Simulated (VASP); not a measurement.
Here is a VASP 6.6.1 calculation.

Contents of INCAR:

```
SYSTEM = Si3GeC4
  PREC = Accurate
  ENCUT = 600
  EDIFF = 1E-7
  ISMEAR = -1
  SIGMA = 0.05
  LREAL = Auto
  LASPH = .True.
  NELM = 120
  ALGO = Normal
  ISIF = 8
  LWAVE = .False.
  LCHARG = .False.
  GGA = PS
  IBRION = 2
  NSW = 100
  EDIFFG = -0.03
  ISYM = 0
  GGA_COMPAT = .False.
  NELMIN = 4
```

The input KPOINTS:

```
Automatic mesh
0
Gamma
  1 1 1
  0.25 0.25 0.25
```

The input POSCAR:

```
Si3GeC4
1.0
    8.8177220000      0.0000000000      0.0000000000
    0.0000000000      8.8177220000      0.0000000000
    0.0000000000      0.0000000000      8.8177220000
Ge Si C
8 24 32
Direct
    0.9995050000      0.0000950000      0.9988890000
    0.5020800000      0.9976950000      0.4958210000
    0.4983800000      0.4982450000      0.5025510000
    0.2482760000      0.7476420000      0.5000730000
    0.7463950000      0.2510290000      0.4950080000
    0.7491620000      0.7484980000      0.5005670000
    0.7524020000      0.4993380000      0.2477700000
    0.4983370000      0.7463180000      0.2532610000
    0.0012250000      0.9973380000      0.4978160000
    0.9969430000      0.5000840000      0.9983060000
    0.9972510000      0.4997730000      0.4984780000
    0.5017730000      0.0009290000      0.9970040000
    0.5007370000      0.4979200000      0.9986450000
    0.2491560000      0.2492870000      0.9976290000
    0.2473490000      0.2489540000      0.4985710000
    0.2450100000      0.7508300000      0.9992260000
    0.7504910000      0.2529410000      0.0024450000
    0.7494510000      0.7489010000      0.9992790000
    0.2510340000      0.0049050000      0.2482680000
    0.2492800000      0.9988200000      0.7497900000
    0.2511430000      0.5004110000      0.2462480000
    0.2544800000      0.4955810000      0.7445530000
    0.7487490000      0.9999110000      0.2513250000
    0.7515260000      0.9946930000      0.7492170000
    0.7487760000      0.4973550000      0.7485340000
    0.0007890000      0.2470320000      0.2507780000
    0.0017700000      0.2516220000      0.7539230000
    0.9997130000      0.7488610000      0.2539520000
    0.0005050000      0.7508690000      0.7504070000
    0.4993780000      0.2503970000      0.2545720000
    0.4977350000      0.2492430000      0.7512190000
    0.5027250000      0.7539200000      0.7450970000
    0.1242250000      0.1241440000      0.1268360000
    0.1243710000      0.1208140000      0.6205050000
    0.1288490000      0.6290430000      0.1241910000
    0.1246570000      0.6279200000      0.6252630000
    0.6225510000      0.1273820000      0.1260540000
    0.6238640000      0.1234640000      0.6254440000
    0.6295850000      0.6247250000      0.1274300000
    0.6249060000      0.6258870000      0.6248520000
    0.3771080000      0.3751160000      0.1237140000
    0.3746380000      0.3759030000      0.6248660000
    0.3769020000      0.8756380000      0.1288360000
    0.3769710000      0.8741690000      0.6242200000
    0.8780430000      0.3734790000      0.1281520000
    0.8750700000      0.3801620000      0.6255680000
    0.8718820000      0.8742270000      0.1275830000
    0.8742160000      0.8754040000      0.6264770000
    0.3726790000      0.1256920000      0.3745140000
    0.3719140000      0.1262370000      0.8775330000
    0.3749370000      0.6264530000      0.3766770000
    0.3773760000      0.6278660000      0.8734140000
    0.8764650000      0.1267740000      0.3756350000
    0.8762340000      0.1244100000      0.8741200000
    0.8724250000      0.6240140000      0.3780120000
    0.8766320000      0.6250210000      0.8757950000
    0.1254380000      0.3776650000      0.3723910000
    0.1249610000      0.3756270000      0.8737890000
    0.1232820000      0.8751100000      0.3737020000
    0.1276810000      0.8759570000      0.8748600000
    0.6263110000      0.3782970000      0.3747610000
    0.6266570000      0.3768150000      0.8749230000
    0.6277250000      0.8751120000      0.3781540000
    0.6285730000      0.8740690000      0.8741290000
```

Potentials or basis: VASP PAW PBE potentials, release 64 (Ge_d, Si, C).

Run with:

```sh
$ cat potpaw_PBE.64/Ge_d/POTCAR potpaw_PBE.64/Si/POTCAR potpaw_PBE.64/C/POTCAR > POTCAR
$ mpirun -np 1 vasp_std > vasp.out
```

(1) Estimate the relaxed volume.

(2) Predict the relaxed cell.

(3) Estimate the space group after relaxing (to 0.1 Å).

## Answers

(1) 10.72 Å³/atom.

(2) a = 8.818 Å, b = 8.818 Å, c = 8.818 Å, α = 90.00°, β = 90.00°, γ = 90.00°.

(3) P1 (No. 1).

Caveat: the PAW data sets were made with another functional, which shifts forces and pressure a little.
